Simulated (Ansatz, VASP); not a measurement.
CuO: VASP beside Ansatz

```xyz
4
Lattice="0.0000 -2.0734 -2.0734 -2.0734 0.0000 -2.0734 2.0734 2.0734 -4.1467" Properties=species:S:1:pos:R:3 pbc="T T T"
Cu    0.0228   -0.0329   -4.0573
Cu    0.0228    2.0404   -6.1307
O    -0.0228    0.0329   -6.3094
O    -0.0228    0.0329   -2.1627
```

Alike in both runs: task single point; functional LDA; k mesh 10 × 10 × 6; occupations fermi-dirac, width 0.05 eV; no spin polarisation.

|  | VASP | Ansatz |
| --- | --- | --- |
| version | VASP 6.6.1 | Ansatz 0.2.0 |
| potentials or method | VASP PAW LDA potentials, release 64 (Cu, O) | Ansatz PAW |
| plane-wave cutoff (eV) | 520 | 420 |
| valence electrons in the cell | 34 | 50 |

Ansatz gave:

- gap on the k mesh at the Fermi level (eV): none
- pressure (GPa): 1.2
- traceless stress, the component that is largest in VASP (GPa): 5.98
- rms of the force components (eV/Å): 0.785

Q: What did VASP give for the same quantities?

A: gap on the k mesh at the Fermi level (eV): none; pressure (GPa): 2.0; traceless stress, the component that is largest in VASP (GPa): 6.31; rms of the force components (eV/Å): 0.819.

LDA's correlation is that of Perdew and Zunger in VASP and of Perdew and Wang (1992) in Ansatz. Atom by atom the forces differ by 0.034 eV/Å (rms over components). A gap of «none» marks a metal or a gap that the smearing closes. VASP's potentials hold 34 valence electrons a cell and Ansatz's 50, so a difference there can come from the potentials and not from the codes.

Noted on Ansatz's run: Pulay correction over one GPa.
